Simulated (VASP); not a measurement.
Set up this calculation in VASP 6.6.1, as the native input.

| Item | Value |
| --- | --- |
| Task | single point |
| Functional | PBEsol |
| Potentials or basis | VASP PAW PBE potentials, release 64 (Li_sv, Cl) |
| Cutoff | 520 eV |
| k mesh | 9 × 9 × 4 |
| Occupations | gaussian, width 0.05 eV |
| Spin | no spin polarisation |
| Dipole correction | no |
| Further INCAR settings | ALGO = Normal; EDIFF = 1e-07; NBANDS = 18 |

The structure of LiCl lies in POSCAR:

```
LiCl
1.0
    3.6108916317      0.0000000000      0.0000000000
   -1.8054458159      3.1271238833      0.0000000000
    0.0000000000      0.0000000000      5.8485881200
Li Cl
2 2
Direct
    0.6666666667      0.3333333333      0.8760170000
    0.3333333333      0.6666666667      0.3760170000
    0.6666666667      0.3333333333      0.4989840000
    0.3333333333      0.6666666667      0.9989840000
```

This cell differs from its parent crystal: strain -0.080 along x and y, -0.080 along z.

The input as run:

INCAR

```
PREC = Accurate ; ENCUT = 520
EDIFF = 1E-7 ; ISMEAR = 0
SIGMA = 0.05 ; LREAL = F
LASPH = T ; NELM = 60
ALGO = Normal ; ISIF = 2
LWAVE = F ; LCHARG = T
GGA = PS ; LELF = T
LVHAR = T ; NBANDS = 18
```

KPOINTS

```
regular mesh
0
Gamma
  9 9 4
```

Potentials or basis: VASP PAW PBE potentials, release 64 (Li_sv, Cl).

The run is started by

```sh
$ cat potpaw_PBE.64/Li_sv/POTCAR potpaw_PBE.64/Cl/POTCAR > POTCAR
$ mpirun -np 1 vasp_std > vasp.out
```

Results of the run:

| Quantity | Value |
| --- | --- |
| Largest force | 0.028 eV/Å |
| Band gap on the k mesh | 6.64 eV |

Caveat: the cell differs from its parent crystal (strain -0.080 along x and y, -0.080 along z); the PAW data sets were made with another functional, which shifts forces and pressure a little; an odd mesh through Γ misses points on the zone boundary, where band edges can lie.

It took 59 s on 1 thread of Intel Xeon 8259CL, on a shared host, peak memory 0.19 GiB.
